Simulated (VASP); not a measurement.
# Fe (Fd-3m) in VASP: further runs

Fe is run at these levels: LDA; tasks: single point.

All numbers are computed with VASP 6.6.1; they aren't measurements. Logs are shortened: lines on timing, memory, paths and dates and some standing lists are left out, and cuts for length are marked.

### Step 1. The cell of the first run

Symmetry: Fd-3m, No. 227, cubic system. The conventional cell has a = 4.756 Å, b = 4.756 Å, c = 4.756 Å, α = 90.00°, β = 90.00°, γ = 90.00°. Fe (site symmetry -43m) has 4 Fe at 2.06 Å within 2.7 Å.

### Step 2. Single point, LDA

File INCAR:

```
SYSTEM = Fe
PREC = Accurate
ENCUT = 520
EDIFF = 1E-7
ISMEAR = -1
SIGMA = 0.1
LREAL = .FALSE.
LASPH = .TRUE.
NELM = 100
ALGO = Normal
ISIF = 2
LWAVE = .FALSE.
LCHARG = .FALSE.
NBANDS = 15
```

File KPOINTS:

```
Automatic mesh
0
G
  11 11 11
  0 0 0
```

File POSCAR:

```
Fe
1.0
    0.0000000000      2.3780883197      2.3780883197
    2.3780883197      0.0000000000      2.3780883197
    2.3780883197      2.3780883197      0.0000000000
Fe
2
Direct
    0.1250000000      0.1250000000      0.1250000000
    0.8750000000      0.8750000000      0.8750000000
```

Potentials or basis: VASP PAW LDA potentials, release 64 (Fe).

The run is started by

```bash
$ cat potpaw_LDA.64/Fe/POTCAR > POTCAR
$ mpirun -np 1 vasp_std > vasp.out
```

OUTCAR:

```text
SYSTEM = Fe
   PREC = Accurate
   ENCUT = 520
   EDIFF = 1E-7
   ISMEAR = -1
   LREAL = .FALSE.
   LASPH = .TRUE.
   NELM = 100
   ISIF = 2

 ion  position               nearest neighbor table
   1  0.125  0.125  0.125-   2 2.06   2 2.06   2 2.06   2 2.06
   2  0.875  0.875  0.875-   1 2.06   1 2.06   1 2.06   1 2.06

  LATTYP: Found a face centered cubic cell.
 ALAT       =     4.7561766394

  Lattice vectors:

 A1 = (   0.0000000000,   2.3780883197,   2.3780883197)
 A2 = (   2.3780883197,   0.0000000000,   2.3780883197)
 A3 = (   2.3780883197,   2.3780883197,   0.0000000000)

Analysis of symmetry for initial positions (statically):
=====================================================================
 Subroutine PRICEL returns:
 Original cell was already a primitive cell.

 Routine SETGRP: Setting up the symmetry group for a
 face centered cubic supercell.

 Subroutine GETGRP returns: Found 48 space group operations
 (whereof 12 operations were pure point group operations)
 out of a pool of 48 trial point group operations.

The static configuration has the point symmetry D_3d.
 The point group associated with its full space group is O_h .

Analysis of symmetry for dynamics (positions and initial velocities):
=====================================================================
 Subroutine PRICEL returns:
 Original cell was already a primitive cell.

 Routine SETGRP: Setting up the symmetry group for a
 face centered cubic supercell.

 Subroutine GETGRP returns: Found 48 space group operations
 (whereof 12 operations were pure point group operations)
 out of a pool of 48 trial point group operations.

The dynamic configuration has the point symmetry D_3d.
 The point group associated with its full space group is O_h .

 Subroutine INISYM returns: Found 48 space group operations
 (whereof 12 operations are pure point group operations),
 and found     1 'primitive' translations

----------------------------------------------------------------------------------------

                                     Primitive cell

  volume of cell :      26.8976

  direct lattice vectors                    reciprocal lattice vectors
     0.000000000  2.378088320  2.378088320    -0.210252914  0.210252914  0.210252914
     2.378088320  0.000000000  2.378088320     0.210252914 -0.210252914  0.210252914
     2.378088320  2.378088320  0.000000000     0.210252914  0.210252914 -0.210252914

  length of vectors
     3.363124754  3.363124754  3.363124754     0.364168730  0.364168730  0.364168730

  position of ions in fractional coordinates (direct lattice)
     0.125000000  0.125000000  0.125000000
     0.875000000  0.875000000  0.875000000

  ion indices of the primitive-cell ions
   primitive index   ion index
                 1           1
                 2           2

----------------------------------------------------------------------------------------

 KPOINTS: Automatic mesh

Automatic generation of k-mesh.
 Grid dimensions read from file:
 generate k-points for:   11   11   11

 Generating k-lattice:

  Cartesian coordinates                     Fractional coordinates (reciprocal lattice)
    -0.019113901  0.019113901  0.019113901     0.090909091  0.000000000  0.000000000
     0.019113901 -0.019113901  0.019113901     0.000000000  0.090909091  0.000000000
     0.019113901  0.019113901 -0.019113901     0.000000000  0.000000000  0.090909091

  Length of vectors
     0.033106248  0.033106248  0.033106248

  Shift w.r.t. Gamma in fractional coordinates (k-lattice)
     0.000000000  0.000000000  0.000000000

 Subroutine IBZKPT returns following result:
 ===========================================

 Found     56 irreducible k-points:

 Following reciprocal coordinates:
            Coordinates               Weight
  0.000000  0.000000  0.000000      1.000000
  0.090909  0.000000  0.000000      8.000000
  0.181818  0.000000  0.000000      8.000000
  0.272727  0.000000  0.000000      8.000000
  0.363636  0.000000  0.000000      8.000000
  0.454545  0.000000  0.000000      8.000000
[... 16 lines left out ...]
 -0.272727  0.181818  0.000000     24.000000
 -0.181818  0.181818  0.000000     12.000000
 [... further k-points ...]
   k-points           NKPTS =     56   k-points in BZ     NKDIM =     56   number of bands    NBANDS=     15
   number of dos      NEDOS =    301   number of ions     NIONS =      2
   total plane-waves  NPLWV =  21952
   dimension x,y,z NGX =    28 NGY =   28 NGZ =   28
   dimension x,y,z NGXF=    56 NGYF=   56 NGZF=   56
   ions per type =               2
   NGX,Y,Z   is equivalent  to a cutoff of  13.84, 13.84, 13.84 a.u.
   NGXF,Y,Z  is equivalent  to a cutoff of  27.68, 27.68, 27.68 a.u.
 SYSTEM =  Fe
   PREC   = accura    normal or accurate (medium, high low for compatibility)
   ISTART =      0    job   : 0-new  1-cont  2-samecut
   ICHARG =      2    charge: 1-file 2-atom 10-const
   ISPIN  =      1    spin polarized calculation?
   LNONCOLLINEAR =      F non collinear calculations
   LSORBIT =      F    spin-orbit coupling
   LASPH  =      T    aspherical Exc in radial PAW
   ENCUT  =  520.0 eV  38.22 Ry    6.18 a.u.   6.25  6.25  6.25*2*pi/ulx,y,z
   NELM   =    100;   NELMIN=  2; NELMDL= -5     # of ELM steps
   EDIFF  = 0.1E-06   stopping-criterion for ELM
   LREAL  =      F    real-space projection
   EDIFFG = 0.1E-05   stopping-criterion for IOM
   NSW    =      0    number of steps for IOM
   IBRION =     -1    ionic relax: 0-MD 1-quasi-New 2-CG
   NFREE  =      0    steps in history (QN), initial steepest desc. (CG)
   ISIF   =      2    stress and relaxation
   ISYM   =      2    0-nonsym 1-usesym 2-fastsym
   POTIM  = 0.5000    time-step for ionic-motion
   TEBEG  =    0.0;   TEEND  =   0.0 temperature during run
   PSTRESS=    0.0 pullay stress
   NELECT =      16.0000    total number of electrons
   NUPDOWN=      -1.0000    fix difference up-down
   EMIN   =  10.00;   EMAX   =-10.00  energy-range for DOS
   EFERMI =   0.00;   METHOD = LEGACY
   ISMEAR =    -1;   SIGMA  =   0.10  broadening in eV -4-tet -1-fermi 0-gaus
   EFERMI_NEDOS =   21; number of points for ismear=-14 and -15
   IALGO  =     38    algorithm
   IMIX   =      4    mixing-type and parameters
     AMIX     =   0.40;   BMIX     =  1.00
     AMIX_MAG =   1.60;   BMIX_MAG =  1.00
  volume/ion in A,a.u.               =      13.45        90.76
  Fermi-wavevector in a.u.,A,eV,Ry     =   1.376819  2.601811 25.791619  1.895631
  Thomas-Fermi vector in A             =   2.502029
   LORBIT       =      0    0 simple, 1 ext, 2 COOP (PROOUT), +10 PAW based schemes
   GGA     = CA    functional components
   LHFCALC =     F    Hartree Fock is set to
   AEXX    =    0.0000 exact exchange contribution
   IVDW    =     0    specifies the selected vdW correction
   LEPSILON=     F    determine dielectric tensor
   LRPA    =     F    only Hartree local field effects (RPA)
 non-spin polarized calculation
  energy-cutoff  :      520.00
  volume of cell :       26.90
 maximum number of plane-waves:       736
 NGX is ok and might be reduce to    28
   NGX = 13   NGY = 13   NGZ = 13

 number of electron      15.9999993 magnetization

 Free energy of the ion-electron system (eV)
  ---------------------------------------------------
  ext. energy  EPLUGINS =         0.00000000
  ---------------------------------------------------
  free energy    TOTEN  =       -16.31746904 eV

  energy without entropy =      -16.24084110  energy(sigma->0) =      -16.27915507

 E-fermi :   4.0369     XC(G=0): -12.1811

 val. band max:        4.0292546762   @ k =   0.2727   0.1818   0.0000
 cond. band min:       4.0368742426   @ k =   0.4545   0.0909   0.0000
 fundamental gap:      0.0076195664
 Fermi energy:         4.0368639291

 k-point     1 :       0.0000    0.0000    0.0000
  band No.  band energies     occupation
      1      -2.9315      2.00000
      2       0.9818      2.00000
      3       0.9818      2.00000
      4       1.3866      2.00000
      5       1.3866      2.00000
      6       1.3866      2.00000
      7       3.5863      1.97815
      8       3.5863      1.97815
      9       3.5863      1.97815
     10       5.4142      0.00000
     11       5.4142      0.00000
     12      19.0925      0.00000
     13      19.0925      0.00000
     14      19.0925      0.00000
     15      19.3256      0.00000

 k-point     2 :       0.0909    0.0000    0.0000
  band No.  band energies     occupation
      1      -2.7515      2.00000
      2       0.8937      2.00000
      3       0.8937      2.00000
      4       1.3971      2.00000
      5       1.5235      2.00000
      6       1.5235      2.00000
      7       3.4841      1.99208
      8       3.5726      1.98092
      9       3.5726      1.98092
     10       5.4126      0.00000
     11       5.4126      0.00000
     12      16.3035      0.00000
     13      18.0662      0.00000
     14      18.0662      0.00000
     15      19.5112      0.00000

 k-point     3 :       0.1818    0.0000    0.0000
  band No.  band energies     occupation
      1      -2.2289      2.00000
      2       0.8004      2.00000
      3       0.8004      2.00000
      4       1.4444      2.00000
      5       1.7178      2.00000
      6       1.7178      2.00000
      7       3.1979      1.99955
      8       3.5792      1.97963
      9       3.5792      1.97963
     10       5.3983      0.00000
     11       5.3983      0.00000
     12      13.4281      0.00000
     13      17.1144      0.00000
     14      17.1144      0.00000
     15      18.6829      0.00000

 k-point     4 :       0.2727    0.0000    0.0000
  band No.  band energies     occupation
      1      -1.4257      2.00000
      2       0.8005      2.00000
      3       0.8005      2.00000
      4       1.5503      2.00000
      5       1.7674      2.00000
      6       1.7674      2.00000
      7       2.8084      1.99999
      8       3.7077      1.92826
      9       3.7077      1.92826
     10       5.3501      0.00000
     11       5.3501      0.00000
     12      10.7971      0.00000
     13      16.3426      0.00000
     14      16.3426      0.00000
     15      17.9701      0.00000
[... 307 lines left out ...]
 k-point    22 :      -0.3636    0.1818    0.0000
  band No.  band energies     occupation
      1       0.1068      2.00000
      2       0.8098      2.00000
      3       0.9131      2.00000
      4       1.3437      2.00000
      5       1.8793      2.00000
      6       2.1115      2.00000
      7       3.1485      1.99972
      8       3.5511      1.98458
      9       4.4424      0.03408
     10       5.0280      0.00010
     11       5.4842      0.00000
     12       7.5163      0.00000
     13      11.5564      0.00000
     14      14.3290      0.00000
     15      16.7977      0.00000

 k-point    23 :      -0.2727    0.1818    0.0000
  band No.  band energies     occupation
      1      -0.4241      2.00000
      2       0.6301      2.00000
      3       1.0298      2.00000
      4       1.3127      2.00000
      5       1.7410      2.00000
      6       2.2707      2.00000
      7       2.9317      1.99997
      8       3.2902      1.99886
      9       4.4822      0.02302
     10       4.7655      0.00137
     11       5.5832      0.00000
     12       9.4850      0.00000
     13      11.5484      0.00000
     14      15.6195      0.00000
     15      17.2480      0.00000

 k-point    24 :      -0.1818    0.1818    0.0000
  band No.  band energies     occupation
      1      -1.1802      2.00000
      2       0.5599      2.00000
      3       1.0305      2.00000
      4       1.3576      2.00000
      5       1.6904      2.00000
      6       2.1989      2.00000
      7       2.9027      1.99998
      8       3.2657      1.99911
      9       4.1793      0.38807
     10       4.9524      0.00021
     11       5.5896      0.00000
     12      11.8432      0.00000
     13      11.9872      0.00000
     14      17.1456      0.00000
     15      17.8726      0.00000

 [... further k-points ...]
[... 5 lines left out ...]
  --------------------------------------------------------------------------------------
  -------------------------------------------------------------------------------------
  Total       -0.3589158     -0.3589158     -0.3589158      0.0000000     -0.0000000     -0.0000000
  in kB      -21.3790889    -21.3790889    -21.3790889      0.0000000     -0.0000000     -0.0000000
  external PRESSURE =     -21.3790889 kB  Pullay stress =       0.0000000 kB

 VOLUME and BASIS-vectors are now :
 -----------------------------------------------------------------------------
  energy-cutoff  :      520.00
  volume of cell :       26.90
      direct lattice vectors                 reciprocal lattice vectors
     0.000000000  2.378088320  2.378088320    -0.210252914  0.210252914  0.210252914
     2.378088320  0.000000000  2.378088320     0.210252914 -0.210252914  0.210252914
     2.378088320  2.378088320  0.000000000     0.210252914  0.210252914 -0.210252914

 POSITION                                       TOTAL-FORCE (eV/Angst)
 -----------------------------------------------------------------------------------
      0.59452      0.59452      0.59452        -0.000000     -0.000000     -0.000000
      4.16165      4.16165      4.16165         0.000000      0.000000      0.000000
 -----------------------------------------------------------------------------------
    total drift:                                0.000000     -0.000000     -0.000000

  FREE ENERGIE OF THE ION-ELECTRON SYSTEM (eV)
  ---------------------------------------------------
  free  energy   TOTEN  =       -16.3174690402 eV

  energy  without entropy=      -16.2408410954  energy(sigma->0) =      -16.27915507
```

Wall time 9.5 s (1 thread of Intel Xeon 6975P-C (Granite Rapids), shared host); peak memory 0.14 GiB.

What came out:

| Quantity | Value |
| --- | --- |
| Free energy | -16.3175 eV |
| Pressure | -2.1 GPa |
| Band gap on the k mesh | zero (band 8 reaches 4.31 eV, above the bottom of band 9 at 3.57 eV) |

Levels at points of the mesh, in eV from the Fermi level:
| k point | band 4 | band 5 | band 6 | band 7 | band 8 | band 9 | band 10 | band 11 | band 12 | band 13 |
| --- | --- | --- | --- | --- | --- | --- | --- | --- | --- | --- |
| (0.00, 0.00, 0.00) | -2.65 | -2.65 | -2.65 | -0.45 | -0.45 | -0.45 | 1.38 | 1.38 | 15.06 | 15.06 |

Caveat: the run has no spin polarisation, though such a crystal can be magnetic. Spin polarisation is off, so any magnetic state and its effect on volume and gap are missing.

(Continued in part 2 of 3.)
